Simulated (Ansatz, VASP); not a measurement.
One calculation of AlRu, two programs

Contents of INCAR:

```
SYSTEM = AlRu
ALGO = Normal ; EDIFF = 1E-6
ENCUT = 520 ; GGA = PE
ISIF = 2 ; ISMEAR = 0
LASPH = .TRUE. ; LCHARG = .FALSE.
LREAL = .FALSE. ; LWAVE = .FALSE.
NBANDS = 16 ; NELM = 60
PREC = Accurate ; SIGMA = 0.1
```

Contents of KPOINTS:

```
k-points
0
G
  14 14 14
  0 0 0
```

POSCAR

```
AlRu
1.0
    2.9111146360      0.0000000000      0.0000000000
    0.0000000000      2.9111146360      0.0000000000
    0.0000000000      0.0000000000      2.9111146360
Al Ru
1 1
Direct
    0.0000000000      0.0000000000      0.0000000000
    0.5000000000      0.5000000000      0.5000000000
```

Input for Ansatz:

```yaml
crystal:
  lattice:
    - [2.911114636, 0.0, 0.0]
    - [0.0, 2.911114636, 0.0]
    - [0.0, 0.0, 2.911114636]
  atoms:
    - { symbol: Al, position: [0.0, 0.0, 0.0] }
    - { symbol: Ru, position: [0.5, 0.5, 0.5] }
basis:
  ecutwfc: 420
kpoints:
  mp_grid: { grid: [14, 14, 14] }
hamiltonian:
  xc: pbe
scf:
  occupations: { method: gaussian, width: 0.1 }
output:
  forces: true
  stress: true
  eigenvalues: true
```

Alike in both runs: task single point; functional PBE; k mesh 14 × 14 × 14; occupations gaussian, width 0.1 eV; no spin polarisation.

|  | VASP | Ansatz |
| --- | --- | --- |
| version | VASP 6.6.1 | Ansatz 0.2.0 |
| potentials or method | VASP PAW PBE potentials, release 64 (Al, Ru_pv), cutoff 520 eV | scalar-relativistic, plane waves, PAW |
| valence electrons in the cell | 17 | 19 |

```tsv
	VASP	Ansatz	Ansatz less VASP
gap on the k mesh at the Fermi level (eV)	none	none	-
pressure (GPa)	23.6	23.6	-0.02
```

A gap of «none» marks a metal or a gap that the smearing closes. With one functional, cell and mesh, what is left measures potentials, basis and numerics. VASP's potentials hold 17 valence electrons a cell and Ansatz's 19, so a difference there can come from the potentials and not from the codes.
